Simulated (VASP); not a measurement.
Set up this calculation in VASP 6.6.1, as the native input.

| Quantity | Value |
| --- | --- |
| Task | single point |
| Functional | LDA |
| Potentials or basis | VASP PAW LDA potentials, release 64 (Si) |
| Cutoff | 520 eV |
| k mesh | 16 × 16 × 16 |
| Occupations | fermi-dirac, width 0.1 eV |
| Spin | no spin polarisation |
| Dipole correction | no |
| Further INCAR settings | ALGO = Normal; EDIFF = 1e-06; NBANDS = 8 |

The structure of Si lies in POSCAR:

```
Si
1.0
    1.9163120558      0.0000000000      0.0000000000
    0.0000000000      1.9163120558      0.0000000000
    0.0000000000      0.0000000000      1.9163120558
Si
1
Direct
    0.0000000000      0.0000000000      0.0000000000
```

This cell differs from its parent crystal: volume scaled by 0.45.

These files were run (other wordings do the same):

INCAR

```
SYSTEM = Si
PREC = Accurate
ENCUT = 520
EDIFF = 1E-6
ISMEAR = -1
SIGMA = 0.1
LREAL = .FALSE.
LASPH = .TRUE.
NELM = 80
ALGO = Normal
ISIF = 2
LWAVE = .FALSE.
LCHARG = .TRUE.
GGA = CA
LELF = .TRUE.
LVHAR = .TRUE.
NBANDS = 8
```

KPOINTS

```
regular mesh
0
G
  16 16 16
  0 0 0
```

Potentials or basis: VASP PAW LDA potentials, release 64 (Si).

Run with:

```console
$ cat potpaw_LDA.64/Si/POTCAR > POTCAR
$ mpirun -np 1 vasp_std > vasp.out
```

It gave:

| Item | Value |
| --- | --- |
| Pressure | 413.6 GPa |
| Band gap on the k mesh | zero (band 2 reaches 29.80 eV, above the bottom of band 3 at 18.54 eV) |

Wall time 3 s on 1 thread of Intel(R) Xeon(R) Platinum 8488C (Sapphire Rapids), on a shared host, peak memory 0.11 GiB.
